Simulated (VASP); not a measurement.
Set up this calculation in VASP 6.6.1, as the native input.

```
Task                   : single point
Functional             : r2SCAN
Potentials or basis    : VASP PAW PBE potentials, release 64 (Pb_d)
Cutoff                 : 520 eV
k mesh                 : 11 × 11 × 11
Occupations            : gaussian, width 1 eV
Spin                   : no spin polarisation
Dipole correction      : no
Further INCAR settings : ALGO = Normal; EDIFF = 1e-06; NBANDS = 13
```

Pb:

```
Pb
1.0
     0.00000    2.49464    2.49464
     2.49464    0.00000    2.49464
     2.49464    2.49464    0.00000
Pb
1
Direct
  0.00000 0.00000 0.00000
```

The input as run:

POSCAR

```
Pb
1.0
    0.0000000000      2.4946408835      2.4946408835
    2.4946408835      0.0000000000      2.4946408835
    2.4946408835      2.4946408835      0.0000000000
Pb
1
Direct
    0.0000000000      0.0000000000      0.0000000000
```

INCAR.step1

```
PREC = Accurate
ENCUT = 520
ISMEAR = 0
SIGMA = 1.0
LREAL = F
LASPH = T
NELM = 60
NBANDS = 13
GGA = PE
ALGO = Normal
EDIFF = 1E-4
LWAVE = T
LCHARG = F
```

INCAR.step2

```
PREC = Accurate
ENCUT = 520
EDIFF = 1E-6
ISMEAR = 0
SIGMA = 1.0
LREAL = F
LASPH = T
NELM = 60
ALGO = Normal
ISIF = 2
LWAVE = F
LCHARG = F
METAGGA = R2SCAN
LMIXTAU = T
NBANDS = 13
ISTART = 1
```

KPOINTS

```
Automatic mesh
0
Gamma
  11 11 11
```

Potentials or basis: VASP PAW PBE potentials, release 64 (Pb_d).

Run with:

```bash
$ cat potpaw_PBE.64/Pb_d/POTCAR > POTCAR
$ cp INCAR.step1 INCAR
$ mpirun -np 1 vasp_std > vasp.out
$ cp INCAR.step2 INCAR
$ mpirun -np 1 vasp_std > vasp.out
```

Results of the run:

| Property | Result |
| --- | --- |
| Pressure | 0.6 GPa |
| Band gap on the k mesh | zero (band 7 reaches 14.50 eV, above the bottom of band 8 at 5.53 eV) |

Caveat: the PAW data sets were made with another functional, which shifts forces and pressure a little; spin-orbit coupling is left out, which moves the levels of the heavy elements.

Wall time 52 s on 1 thread of Intel(R) Xeon(R) Platinum 8488C (Sapphire Rapids) (shared host), peak memory 0.17 GiB.
